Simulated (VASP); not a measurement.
## Mn: single point with LDA

The system is Mn.

```
Mn
1.0
    -1.32588    1.32588    1.32588
     1.32588   -1.32588    1.32588
     1.32588    1.32588   -1.32588
Mn
1
Cartesian
  0.0000 0.0000 0.0000
```

This cell differs from its parent crystal: volume scaled by 0.92.

```
Program                : VASP 6.6.1
Task                   : single point
Functional             : LDA
Potentials or basis    : VASP PAW LDA potentials, release 64 (Mn_pv)
Cutoff                 : 520 eV
k mesh                 : 18 × 18 × 18
Occupations            : fermi-dirac, width 0.1 eV
Spin                   : no spin polarisation
Dipole correction      : no
Further INCAR settings : ALGO = Normal; EDIFF = 1e-06; NBANDS = 12
```

* Pressure: 33.4 GPa

Levels at points of the mesh, in eV from the Fermi level:
| k point | band 3 | band 4 | band 5 | band 6 | band 7 | band 8 | band 9 | band 10 |
| --- | --- | --- | --- | --- | --- | --- | --- | --- |
| (0.00, 0.00, 0.00) | -47.52 | -9.25 | -1.94 | -1.94 | -1.94 | 0.36 | 0.36 | 24.89 |
| (0.50, 0.00, 0.00) | -47.53 | -5.87 | -3.73 | 0.40 | 0.75 | 0.99 | 2.42 | 11.04 |
| (0.50, 0.50, 0.50) | -48.36 | -5.92 | -5.92 | 1.97 | 1.97 | 1.97 | 11.90 | 11.90 |

It took 24 s on 1 thread of AMD EPYC 7R13 (shared host), peak memory 0.1 GiB.

Caveat: the run has no spin polarisation, though such a crystal can be magnetic. Spin polarisation is off, so any magnetic state and its effect on volume and gap are missing.
